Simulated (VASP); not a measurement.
# KF (Fmmm) in VASP: further runs, part 2 of 2

VASP 6.6.1. Earlier steps stand in the parts before.

## 4. Single point, PBE (normal strain along x +0.0525, normal strain along z -0.1125)

INCAR reads:

```
  PREC = Accurate
  ENCUT = 520
  EDIFF = 1E-7
  ISMEAR = 0
  SIGMA = 0.05
  LREAL = False
  LASPH = True
  NELM = 60
  ALGO = Normal
  ISIF = 2
  LWAVE = False
  LCHARG = False
  GGA = PE
  NBANDS = 15
```

KPOINTS reads:

```
Automatic mesh
0
Gamma
  8 8 8
```

POSCAR reads:

```
KF
1.0
    0.0000000000      2.7105354767      2.4056002356
    2.8528385892      0.0000000000      2.4056002356
    2.8528385892      2.7105354767      0.0000000000
K F
1 1
Direct
    0.0000000000      0.0000000000      0.0000000000
    0.5000000000      0.5000000000      0.5000000000
```

Potentials or basis: VASP PAW PBE potentials, release 64 (K_sv, F).

Started as:

```bash
$ cat potpaw_PBE.64/K_sv/POTCAR potpaw_PBE.64/F/POTCAR > POTCAR
$ mpirun -np 1 vasp_std > vasp.out
```

OUTCAR:

```text
PREC = Accurate
   ENCUT = 520
   EDIFF = 1E-7
   ISMEAR = 0
   LREAL = False
   LASPH = True
   NELM = 60
   ISIF = 2
   GGA = PE

 ion  position               nearest neighbor table
   1  0.000  0.000  0.000-   2 2.41   2 2.41   2 2.71   2 2.71   2 2.85   2 2.85
   2  0.500  0.500  0.500-   1 2.41   1 2.41   1 2.71   1 2.71   1 2.85   1 2.85

  LATTYP: Found a face centered orthorhombic cell.
 ALAT       =     4.8112004712
 B/A-ratio  =     1.1267605634
 C/A-ratio  =     1.1859154929

  Lattice vectors:

 A1 = (   2.8528385892,  -2.7105354767,   0.0000000000)
 A2 = (   2.8528385892,   0.0000000000,   2.4056002356)
 A3 = (   0.0000000000,  -2.7105354767,   2.4056002356)

Analysis of symmetry for initial positions (statically):
=====================================================================
 Subroutine PRICEL returns:
 Original cell was already a primitive cell.

 Routine SETGRP: Setting up the symmetry group for a
 face centered orthorhombic supercell.

 Subroutine GETGRP returns: Found  8 space group operations
 (whereof  8 operations were pure point group operations)
 out of a pool of  8 trial point group operations.

The static configuration has the point symmetry D_2h.

Analysis of symmetry for dynamics (positions and initial velocities):
=====================================================================
 Subroutine PRICEL returns:
 Original cell was already a primitive cell.

 Routine SETGRP: Setting up the symmetry group for a
 face centered orthorhombic supercell.

 Subroutine GETGRP returns: Found  8 space group operations
 (whereof  8 operations were pure point group operations)
 out of a pool of  8 trial point group operations.

The dynamic configuration has the point symmetry D_2h.

 Subroutine INISYM returns: Found  8 space group operations
 (whereof  8 operations are pure point group operations),
 and found     1 'primitive' translations

----------------------------------------------------------------------------------------

                                     Primitive cell

  volume of cell :      37.2037

  direct lattice vectors                    reciprocal lattice vectors
     0.000000000  2.710535477  2.405600236    -0.175264034  0.184465396  0.207848333
     2.852838589  0.000000000  2.405600236     0.175264034 -0.184465396  0.207848333
     2.852838589  2.710535477  0.000000000     0.175264034  0.184465396 -0.207848333

  length of vectors
     3.624074373  3.731702093  3.935186220     0.328551204  0.328551204  0.328551204

  position of ions in fractional coordinates (direct lattice)
     0.000000000  0.000000000  0.000000000
     0.500000000  0.500000000  0.500000000

  ion indices of the primitive-cell ions
   primitive index   ion index
                 1           1
                 2           2

----------------------------------------------------------------------------------------

 KPOINTS: Automatic mesh

Automatic generation of k-mesh.
 Grid dimensions read from file:
 generate k-points for:    8    8    8

 Generating k-lattice:

[... 41 lines left out ...]
  0.375000  0.000000  0.125000      8.000000
 [... further k-points ...]
   k-points           NKPTS =     95   k-points in BZ     NKDIM =     95   number of bands    NBANDS=     15
   number of dos      NEDOS =    301   number of ions     NIONS =      2
   total plane-waves  NPLWV =  23520
   dimension x,y,z NGX =    28 NGY =   28 NGZ =   30
   dimension x,y,z NGXF=    56 NGYF=   56 NGZF=   60
   ions per type =               1   1
   NGX,Y,Z   is equivalent  to a cutoff of  12.84, 12.47, 12.67 a.u.
   NGXF,Y,Z  is equivalent  to a cutoff of  25.69, 24.95, 25.35 a.u.
 SYSTEM =  unknown system
   PREC   = accura    normal or accurate (medium, high low for compatibility)
   ISTART =      0    job   : 0-new  1-cont  2-samecut
   ICHARG =      2    charge: 1-file 2-atom 10-const
   ISPIN  =      1    spin polarized calculation?
   LNONCOLLINEAR =      F non collinear calculations
   LSORBIT =      F    spin-orbit coupling
   LASPH  =      T    aspherical Exc in radial PAW
   ENCUT  =  520.0 eV  38.22 Ry    6.18 a.u.   6.74  6.94  7.32*2*pi/ulx,y,z
   NELM   =     60;   NELMIN=  2; NELMDL= -5     # of ELM steps
   EDIFF  = 0.1E-06   stopping-criterion for ELM
   LREAL  =      F    real-space projection
   EDIFFG = 0.1E-05   stopping-criterion for IOM
   NSW    =      0    number of steps for IOM
   IBRION =     -1    ionic relax: 0-MD 1-quasi-New 2-CG
   NFREE  =      0    steps in history (QN), initial steepest desc. (CG)
   ISIF   =      2    stress and relaxation
   ISYM   =      2    0-nonsym 1-usesym 2-fastsym
   POTIM  = 0.5000    time-step for ionic-motion
   TEBEG  =    0.0;   TEEND  =   0.0 temperature during run
   PSTRESS=    0.0 pullay stress
   NELECT =      16.0000    total number of electrons
   NUPDOWN=      -1.0000    fix difference up-down
   EMIN   =  10.00;   EMAX   =-10.00  energy-range for DOS
   EFERMI =   0.00;   METHOD = LEGACY
   ISMEAR =     0;   SIGMA  =   0.05  broadening in eV -4-tet -1-fermi 0-gaus
   EFERMI_NEDOS =   21; number of points for ismear=-14 and -15
   IALGO  =     38    algorithm
   IMIX   =      4    mixing-type and parameters
     AMIX     =   0.40;   BMIX     =  1.00
     AMIX_MAG =   1.60;   BMIX_MAG =  1.00
  volume/ion in A,a.u.               =      18.60       125.53
  Fermi-wavevector in a.u.,A,eV,Ry     =   1.235719  2.335170 20.776102  1.527000
  Thomas-Fermi vector in A             =   2.370357
   LORBIT       =      0    0 simple, 1 ext, 2 COOP (PROOUT), +10 PAW based schemes
   GGA     = PE    functional components
   LHFCALC =     F    Hartree Fock is set to
   AEXX    =    0.0000 exact exchange contribution
   IVDW    =     0    specifies the selected vdW correction
   LEPSILON=     F    determine dielectric tensor
   LRPA    =     F    only Hartree local field effects (RPA)
 non-spin polarized calculation
 Gauss-broadening in eV      SIGMA  =   0.05
  energy-cutoff  :      520.00
  volume of cell :       37.20
 maximum number of plane-waves:      1017
   NGX = 13   NGY = 13   NGZ = 15

 number of electron      16.0000007 magnetization

 Free energy of the ion-electron system (eV)
  ---------------------------------------------------
  ext. energy  EPLUGINS =         0.00000000
  ---------------------------------------------------
  free energy    TOTEN  =        -8.13498079 eV

  energy without entropy =       -8.13498079  energy(sigma->0) =       -8.13498079

 E-fermi :  -2.2495     XC(G=0):  -8.4860

 val. band max:       -2.4842309006   @ k =   0.0000   0.0000   0.0000
 cond. band min:       3.4288583167   @ k =   0.0000   0.0000   0.0000
 fundamental gap:      5.9130892173
 Fermi energy:        -2.2495395131

 k-point     1 :       0.0000    0.0000    0.0000
  band No.  band energies     occupation
      1     -28.7315      2.00000
      2     -21.4347      2.00000
      3     -12.0123      2.00000
      4     -11.9920      2.00000
      5     -11.9419      2.00000
      6      -2.8520      2.00000
      7      -2.8090      2.00000
      8      -2.4842      2.00000
      9       3.4289      0.00000
     10       7.7164      0.00000
     11       8.0427      0.00000
     12       8.6814      0.00000
     13       9.0334      0.00000
     14      10.7462      0.00000
[... 401 lines left out ...]
      2     -21.5301      2.00000
      3     -12.2050      2.00000
      4     -12.0754      2.00000
      5     -11.9900      2.00000
      6      -3.3505      2.00000
      7      -3.0490      2.00000
      8      -2.8977      2.00000
      9       5.9071      0.00000
     10       7.2173      0.00000
     11       9.0371      0.00000
     12       9.7566      0.00000
     13      10.6250      0.00000
     14      11.4823      0.00000
     15      14.8312      0.00000

 [... further k-points ...]

------------------------ aborting loop because EDIFF is reached ----------------------------------------

  FORCE on cell =-STRESS in cart. coord.  units (eV):
  Direction    XX          YY          ZZ          XY          YZ          ZX
  --------------------------------------------------------------------------------------
  -------------------------------------------------------------------------------------
  Total       -0.1680219      0.3255580      3.2211939      0.0000000      0.0000000      0.0000000
  in kB       -7.2358706     14.0201693    138.7208366      0.0000000      0.0000000      0.0000000
  external PRESSURE =      48.5017118 kB  Pullay stress =       0.0000000 kB

 VOLUME and BASIS-vectors are now :
 -----------------------------------------------------------------------------
  energy-cutoff  :      520.00
  volume of cell :       37.20
      direct lattice vectors                 reciprocal lattice vectors
     0.000000000  2.710535477  2.405600236    -0.175264034  0.184465396  0.207848333
     2.852838589  0.000000000  2.405600236     0.175264034 -0.184465396  0.207848333
     2.852838589  2.710535477  0.000000000     0.175264034  0.184465396 -0.207848333

 POSITION                                       TOTAL-FORCE (eV/Angst)
 -----------------------------------------------------------------------------------
      0.00000      0.00000      0.00000         0.000000      0.000000     -0.000000
      2.85284      2.71054      2.40560         0.000000      0.000000      0.000000
 -----------------------------------------------------------------------------------
    total drift:                                0.000000      0.000000      0.000000

  FREE ENERGIE OF THE ION-ELECTRON SYSTEM (eV)
  ---------------------------------------------------
  free  energy   TOTEN  =        -8.1349807898 eV

  energy  without entropy=       -8.1349807898  energy(sigma->0) =       -8.13498079
```

It took 89 s on 1 thread of Intel Xeon 8259CL, shared host; peak memory 0.19 GiB.

What came out:

| Item | Value |
| --- | --- |
| Free energy | -8.1350 eV |
| Pressure | 4.9 GPa |
| Band gap on the k mesh | 5.91 eV |

Stress tensor (GPa, compression positive):
```
-0.72  0.00  0.00
 0.00  1.40  0.00
 0.00  0.00 13.87
```

Caveat: the cell differs from its parent crystal (normal strain along x +0.0525, normal strain along z -0.1125); the cell stands under pressure. A k mesh can miss the band edges.

## 5. Overview

| cell | gap on the mesh (eV) | pressure (GPa) |
| --- | --- | --- |
| a = 3.557, b = 3.594, c = 3.867 Å, angles 56.8, 57.7, 65.5°, 2 atoms | 6.04 | 10.4 |
| a = 3.692, b = 3.727, c = 3.867 Å, angles 58.1, 59.0, 62.8°, 2 atoms | 6.09 | 2.9 |
| a = 3.624, b = 3.732, c = 3.935 Å, angles 56.3, 59.0, 64.7°, 2 atoms | 5.91 | 4.9 |

Alike in all rows: task single point; level PBE; potentials or basis VASP PAW PBE potentials, release 64 (K_sv, F); no spin polarisation; k mesh 8 × 8 × 8; cutoff (eV) 520; smearing gaussian 0.05 eV.

Caveats: the cell stands under pressure (at least some runs).

Total energies depend on the potentials used, so only differences within one code and one set of settings carry meaning.
